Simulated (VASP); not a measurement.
# Pt (Fm-3m) in VASP: a series of runs

Runs on Pt. Level: LDA. Tasks: single point, relaxation of cell and atoms.

All numbers are computed with VASP 6.6.1; they aren't measurements. Logs are shortened: lines on timing, memory, paths and dates and some standing lists are left out, and cuts for length are marked.

### Step 1. The cell of the first run

Symmetry: Fm-3m, No. 225, cubic system. Conventional cell: a = 3.893 Å, b = 3.893 Å, c = 3.893 Å, α = 90.00°, β = 90.00°, γ = 90.00°. Pt (site symmetry m-3m) has 12 Pt at 2.75 Å within 3.6 Å.

### Step 2. Single point, LDA

INCAR reads:

```
SYSTEM = Pt
ALGO     = Normal         ! electronic algorithm
EDIFF    = 1E-6           ! SCF threshold, eV
ENCUT    = 520            ! plane-wave cutoff, eV
GGA      = CA             ! functional
ISIF     = 2              ! what is computed and relaxed
ISMEAR   = 1              ! smearing method
LASPH    = .TRUE.         ! aspherical terms in the spheres
LCHARG   = .FALSE.        ! write CHGCAR
LREAL    = .FALSE.        ! projectors in reciprocal space
LWAVE    = .FALSE.        ! write WAVECAR
NBANDS   = 11             ! bands
NELM     = 60             ! most SCF steps
PREC     = Accurate       ! precision mode
SIGMA    = 0.05           ! smearing width, eV
```

KPOINTS reads:

```
k-points
0
G
  19 19 19
  0 0 0
```

POSCAR reads:

```
Pt
1.0
    0.0000000000      1.9465581673      1.9465581673
    1.9465581673      0.0000000000      1.9465581673
    1.9465581673      1.9465581673      0.0000000000
Pt
1
Direct
    0.0000000000      0.0000000000      0.0000000000
```

Potentials or basis: VASP PAW LDA potentials, release 64 (Pt).

Command:

```bash
$ cat potpaw_LDA.64/Pt/POTCAR > POTCAR
$ mpirun -np 1 vasp_std > vasp.out
```

OUTCAR:

```text
SYSTEM = Pt
   EDIFF = 1E-6
   ENCUT = 520
   GGA = CA
   ISIF = 2
   ISMEAR = 1
   LASPH = .TRUE.
   LREAL = .FALSE.
   NELM = 60
   PREC = Accurate

 ion  position               nearest neighbor table
   1  0.000  0.000  0.000-

  LATTYP: Found a face centered cubic cell.
 ALAT       =     3.8931163346

  Lattice vectors:

 A1 = (   0.0000000000,   1.9465581673,   1.9465581673)
 A2 = (   1.9465581673,   0.0000000000,   1.9465581673)
 A3 = (   1.9465581673,   1.9465581673,   0.0000000000)

Analysis of symmetry for initial positions (statically):
=====================================================================
 Subroutine PRICEL returns:
 Original cell was already a primitive cell.

 Routine SETGRP: Setting up the symmetry group for a
 face centered cubic supercell.

 Subroutine GETGRP returns: Found 48 space group operations
 (whereof 48 operations were pure point group operations)
 out of a pool of 48 trial point group operations.

The static configuration has the point symmetry O_h .

Analysis of symmetry for dynamics (positions and initial velocities):
=====================================================================
 Subroutine PRICEL returns:
 Original cell was already a primitive cell.

 Routine SETGRP: Setting up the symmetry group for a
 face centered cubic supercell.

 Subroutine GETGRP returns: Found 48 space group operations
 (whereof 48 operations were pure point group operations)
 out of a pool of 48 trial point group operations.

The dynamic configuration has the point symmetry O_h .

 Subroutine INISYM returns: Found 48 space group operations
 (whereof 48 operations are pure point group operations),
 and found     1 'primitive' translations

----------------------------------------------------------------------------------------

                                     Primitive cell

  volume of cell :      14.7514

  direct lattice vectors                    reciprocal lattice vectors
     0.000000000  1.946558167  1.946558167    -0.256863632  0.256863632  0.256863632
     1.946558167  0.000000000  1.946558167     0.256863632 -0.256863632  0.256863632
     1.946558167  1.946558167  0.000000000     0.256863632  0.256863632 -0.256863632

  length of vectors
     2.752848960  2.752848960  2.752848960     0.444900861  0.444900861  0.444900861

  position of ions in fractional coordinates (direct lattice)
     0.000000000  0.000000000  0.000000000

  ion indices of the primitive-cell ions
   primitive index   ion index
                 1           1

----------------------------------------------------------------------------------------

 KPOINTS: k-points

Automatic generation of k-mesh.
 Grid dimensions read from file:
 generate k-points for:   19   19   19

 Generating k-lattice:

  Cartesian coordinates                     Fractional coordinates (reciprocal lattice)
    -0.013519139  0.013519139  0.013519139     0.052631579  0.000000000  0.000000000
     0.013519139 -0.013519139  0.013519139     0.000000000  0.052631579  0.000000000
     0.013519139  0.013519139 -0.013519139     0.000000000  0.000000000  0.052631579

  Length of vectors
     0.023415835  0.023415835  0.023415835

  Shift w.r.t. Gamma in fractional coordinates (k-lattice)
     0.000000000  0.000000000  0.000000000

 Subroutine IBZKPT returns following result:
 ===========================================

 Found    220 irreducible k-points:

 Following reciprocal coordinates:
            Coordinates               Weight
  0.000000  0.000000  0.000000      1.000000
  0.052632  0.000000  0.000000      8.000000
  0.105263  0.000000  0.000000      8.000000
  0.157895  0.000000  0.000000      8.000000
  0.210526  0.000000  0.000000      8.000000
  0.263158  0.000000  0.000000      8.000000
[... 16 lines left out ...]
 -0.315789  0.052632  0.000000     24.000000
 -0.263158  0.052632  0.000000     24.000000
 [... further k-points ...]
   k-points           NKPTS =    220   k-points in BZ     NKDIM =    220   number of bands    NBANDS=     11
   number of dos      NEDOS =    301   number of ions     NIONS =      1
   total plane-waves  NPLWV =   8000
   dimension x,y,z NGX =    20 NGY =   20 NGZ =   20
   dimension x,y,z NGXF=    40 NGYF=   40 NGZF=   40
   ions per type =               1
   NGX,Y,Z   is equivalent  to a cutoff of  12.08, 12.08, 12.08 a.u.
   NGXF,Y,Z  is equivalent  to a cutoff of  24.16, 24.16, 24.16 a.u.
 SYSTEM =  Pt
   PREC   = accura    normal or accurate (medium, high low for compatibility)
   ISTART =      0    job   : 0-new  1-cont  2-samecut
   ICHARG =      2    charge: 1-file 2-atom 10-const
   ISPIN  =      1    spin polarized calculation?
   LNONCOLLINEAR =      F non collinear calculations
   LSORBIT =      F    spin-orbit coupling
   LASPH  =      T    aspherical Exc in radial PAW
   ENCUT  =  520.0 eV  38.22 Ry    6.18 a.u.   5.12  5.12  5.12*2*pi/ulx,y,z
   NELM   =     60;   NELMIN=  2; NELMDL= -5     # of ELM steps
   EDIFF  = 0.1E-05   stopping-criterion for ELM
   LREAL  =      F    real-space projection
   EDIFFG = 0.1E-04   stopping-criterion for IOM
   NSW    =      0    number of steps for IOM
   IBRION =     -1    ionic relax: 0-MD 1-quasi-New 2-CG
   NFREE  =      0    steps in history (QN), initial steepest desc. (CG)
   ISIF   =      2    stress and relaxation
   ISYM   =      2    0-nonsym 1-usesym 2-fastsym
   POTIM  = 0.5000    time-step for ionic-motion
   TEBEG  =    0.0;   TEEND  =   0.0 temperature during run
   PSTRESS=    0.0 pullay stress
   NELECT =      10.0000    total number of electrons
   NUPDOWN=      -1.0000    fix difference up-down
   EMIN   =  10.00;   EMAX   =-10.00  energy-range for DOS
   EFERMI =   0.00;   METHOD = LEGACY
   ISMEAR =     1;   SIGMA  =   0.05  broadening in eV -4-tet -1-fermi 0-gaus
   EFERMI_NEDOS =   21; number of points for ismear=-14 and -15
   IALGO  =     38    algorithm
   IMIX   =      4    mixing-type and parameters
     AMIX     =   0.40;   BMIX     =  1.00
     AMIX_MAG =   1.60;   BMIX_MAG =  1.00
  volume/ion in A,a.u.               =      14.75        99.55
  Fermi-wavevector in a.u.,A,eV,Ry     =   1.438128  2.717667 28.139722  2.068211
  Thomas-Fermi vector in A             =   2.557129
   LORBIT       =      0    0 simple, 1 ext, 2 COOP (PROOUT), +10 PAW based schemes
   GGA     = CA    functional components
   LHFCALC =     F    Hartree Fock is set to
   AEXX    =    0.0000 exact exchange contribution
   IVDW    =     0    specifies the selected vdW correction
   LEPSILON=     F    determine dielectric tensor
   LRPA    =     F    only Hartree local field effects (RPA)
 non-spin polarized calculation
 Methfessel and Paxton  Order N= 1 SIGMA  =   0.05
  energy-cutoff  :      520.00
  volume of cell :       14.75
 maximum number of plane-waves:       411
   NGX = 11   NGY = 11   NGZ = 11

 number of electron      10.0000000 magnetization

 Free energy of the ion-electron system (eV)
  ---------------------------------------------------
  ext. energy  EPLUGINS =         0.00000000
  ---------------------------------------------------
  free energy    TOTEN  =        -7.50531377 eV

  energy without entropy =       -7.50521453  energy(sigma->0) =       -7.50528069

 E-fermi :  11.5597     XC(G=0): -13.8164

 val. band max:       11.5570129178   @ k =   0.4737   0.3684   0.0526
 cond. band min:      11.5655454854   @ k =   0.4211   0.1579   0.0000
 fundamental gap:      0.0085325676
 Fermi energy:        11.5596919423

 k-point     1 :       0.0000    0.0000    0.0000
  band No.  band energies     occupation
      1       1.0792      2.00000
      2       7.6129      2.00000
      3       7.6129      2.00000
      4       7.6129      2.00000
      5       9.8895      2.00000
      6       9.8895      2.00000
      7      26.1291      0.00000
      8      31.1802      0.00000
      9      31.1802      0.00000
     10      31.1802      0.00000
     11      36.7158      0.00000

 k-point     2 :       0.0526    0.0000    0.0000
  band No.  band energies     occupation
      1       1.1937      2.00000
      2       7.5602      2.00000
      3       7.6595      2.00000
      4       7.6595      2.00000
      5       9.8624      2.00000
      6       9.8624      2.00000
      7      26.3123      0.00000
      8      30.5823      0.00000
      9      31.3599      0.00000
     10      31.3599      0.00000
     11      37.3936      0.00000

 k-point     3 :       0.1053    0.0000    0.0000
  band No.  band energies     occupation
      1       1.5276      2.00000
      2       7.4228      2.00000
      3       7.7837      2.00000
      4       7.7837      2.00000
      5       9.8015      2.00000
      6       9.8015      2.00000
      7      26.8189      0.00000
      8      29.2942      0.00000
      9      31.8850      0.00000
     10      31.8850      0.00000
     11      38.3886      0.00000

 k-point     4 :       0.1579    0.0000    0.0000
  band No.  band energies     occupation
      1       2.0482      2.00000
      2       7.2609      2.00000
      3       7.9329      2.00000
      4       7.9329      2.00000
      5       9.7704      2.00000
      6       9.7704      2.00000
      7      27.4974      0.00000
      8      27.8085      0.00000
      9      32.7111      0.00000
     10      32.7111      0.00000
     11      37.0826      0.00000

 k-point     5 :       0.2105    0.0000    0.0000
  band No.  band energies     occupation
      1       2.6841      2.00000
      2       7.1768      2.00000
      3       8.0201      2.00000
      4       8.0202      2.00000
      5       9.8668      2.00000
      6       9.8668      2.00000
      7      26.2396      0.00000
      8      28.0088      0.00000
      9      33.7405      0.00000
     10      33.7405      0.00000
     11      35.5928      0.00000
[... 211 lines left out ...]
 k-point    21 :      -0.4211    0.0526    0.0000
  band No.  band energies     occupation
      1       4.0724      2.00000
      2       7.5382      2.00000
      3       7.6641      2.00000
      4       9.8534      2.00000
      5      11.3312      2.00000
      6      12.1257     -0.00000
      7      18.4646      0.00000
      8      26.0483      0.00000
      9      30.3633      0.00000
     10      31.2297      0.00000
     11      39.2395      0.00000

 k-point    22 :      -0.3684    0.0526    0.0000
  band No.  band energies     occupation
      1       4.0511      2.00000
      2       7.6461      2.00000
      3       7.7534      2.00000
      4       8.9344      2.00000
      5      10.9195      2.00000
      6      11.6525     -0.02479
      7      20.1532      0.00000
      8      26.4648      0.00000
      9      30.9094      0.00000
     10      32.3549      0.00000
     11      37.7146      0.00000

 k-point    23 :      -0.3158    0.0526    0.0000
  band No.  band energies     occupation
      1       3.9221      2.00000
      2       7.7640      2.00000
      3       7.8850      2.00000
      4       8.0089      2.00000
      5      10.4306      2.00000
      6      11.1581      2.00000
      7      22.0955      0.00000
      8      27.1051      0.00000
      9      31.7787      0.00000
     10      33.8925      0.00000
     11      36.0107      0.00000

 k-point    24 :      -0.2632    0.0526    0.0000
  band No.  band energies     occupation
      1       3.5726      2.00000
      2       7.3233      2.00000
      3       7.9536      2.00000
      4       8.0222      2.00000
      5       9.9631      2.00000
      6      10.6771      2.00000
      7      24.0140      0.00000
      8      27.8225      0.00000
      9      32.6823      0.00000
     10      34.5843      0.00000
     11      35.7299      0.00000

 [... further k-points ...]

------------------------ aborting loop because EDIFF is reached ----------------------------------------

  FORCE on cell =-STRESS in cart. coord.  units (eV):
  Direction    XX          YY          ZZ          XY          YZ          ZX
  --------------------------------------------------------------------------------------
  -------------------------------------------------------------------------------------
  Total        0.0695217      0.0695217      0.0695217     -0.0000000      0.0000000     -0.0000000
  in kB        7.5509013      7.5509013      7.5509013     -0.0000000      0.0000000     -0.0000000
  external PRESSURE =       7.5509013 kB  Pullay stress =       0.0000000 kB

 VOLUME and BASIS-vectors are now :
 -----------------------------------------------------------------------------
  energy-cutoff  :      520.00
  volume of cell :       14.75
      direct lattice vectors                 reciprocal lattice vectors
     0.000000000  1.946558167  1.946558167    -0.256863632  0.256863632  0.256863632
     1.946558167  0.000000000  1.946558167     0.256863632 -0.256863632  0.256863632
     1.946558167  1.946558167  0.000000000     0.256863632  0.256863632 -0.256863632

 POSITION                                       TOTAL-FORCE (eV/Angst)
 -----------------------------------------------------------------------------------
      0.00000      0.00000      0.00000        -0.000000     -0.000000     -0.000000
 -----------------------------------------------------------------------------------
    total drift:                                0.000000      0.000000      0.000000

  FREE ENERGIE OF THE ION-ELECTRON SYSTEM (eV)
  ---------------------------------------------------
  free  energy   TOTEN  =        -7.5053137687 eV

  energy  without entropy=       -7.5052145301  energy(sigma->0) =       -7.50528069
```

It took 37 s on 1 thread of Intel Xeon 8259CL, shared host; peak memory 0.15 GiB.

Results:

```
Free energy            : -7.5053 eV
Pressure               : 0.8 GPa
Band gap on the k mesh : zero (bands 5 and 6 overlap by 2.28 eV)
```

Levels at points of the mesh, in eV from the Fermi level:
| k point | band 3 | band 4 | band 5 | band 6 | band 7 | band 8 |
| --- | --- | --- | --- | --- | --- | --- |
| (0.00, 0.00, 0.00) | -3.95 | -3.95 | -1.67 | -1.67 | 14.57 | 19.62 |

Caveat: spin-orbit coupling is left out, which moves the levels of the heavy elements.

### Step 3. Relaxation of cell and atoms, LDA

This run uses another cell than the first one, of 15.08 Å³/atom.

INCAR reads:

```
SYSTEM = Pt
PREC = Accurate
ENCUT = 600
EDIFF = 1E-6
ISMEAR = 1
SIGMA = 0.05
LREAL = .False.
LASPH = .True.
NELM = 100
ALGO = Normal
ISIF = 3
LWAVE = .False.
LCHARG = .False.
GGA = CA
IBRION = 2
NSW = 80
EDIFFG = -0.03
```

KPOINTS reads:

```
Automatic mesh
0
Gamma
  19 19 19
  0 0 0
```

POSCAR reads:

```
Pt
1.0
    0.0000000000      1.9609000000      1.9609000000
    1.9609000000      0.0000000000      1.9609000000
    1.9609000000      1.9609000000      0.0000000000
Pt
1
Direct
    0.0000000000      0.0000000000      0.0000000000
```

Potentials or basis: VASP PAW LDA potentials, release 64 (Pt).

Command:

```bash
$ cat potpaw_LDA.64/Pt/POTCAR > POTCAR
$ mpirun -np 1 vasp_std > vasp.out
```

Run time: 81 s. Hardware: 1 thread of Intel Xeon 8259CL, shared host; peak memory 0.18 GiB.

It converged, with:

| Item | Value |
| --- | --- |
| Free energy | -7.5056 eV |
| Relaxed volume | 14.80 Å³/atom |
| Relaxed cell | a = 2.756 Å, b = 2.756 Å, c = 2.756 Å, α = 60.00°, β = 60.00°, γ = 60.00° |
| Space group after relaxing (to 0.1 Å) | Fm-3m (No. 225) |
| Energy gained by relaxing | 5.2 meV/atom |
| Ionic steps | 3 |
| Pressure after relaxing | -0.1 GPa |
| Band gap on the k mesh | zero (bands 5 and 6 overlap by 2.27 eV) |

The path:
| step | energy change (eV) | largest force (eV/Å) | pressure (GPa) | volume (Å³) |
| --- | --- | --- | --- | --- |
| 1 | 0.0000 | 0.0000 | -5.63 | 15.08 |
| 2 | 0.0466 | 0.0000 | 21.04 | 13.95 |
| 3 | -0.0052 | 0.0000 | -0.14 | 14.80 |

Final structure:
```
Pt
1.0
     0.00000    1.94865    1.94865
     1.94865    0.00000    1.94865
     1.94865    1.94865    0.00000
Pt
1
Direct
  0.00000 0.00000 0.00000
```

Levels at points of the mesh, in eV from the Fermi level:
```csv
k point,band 1,band 2,band 3,band 4,band 5,band 6,band 7,band 8,band 9
"(0.00, 0.00, 0.00)",-10.44,-3.93,-3.93,-3.93,-1.66,-1.66,14.58,19.61,19.61
```

Caveat: spin-orbit coupling is left out, which moves the levels of the heavy elements. Zero-point motion and thermal expansion aren't in these numbers.
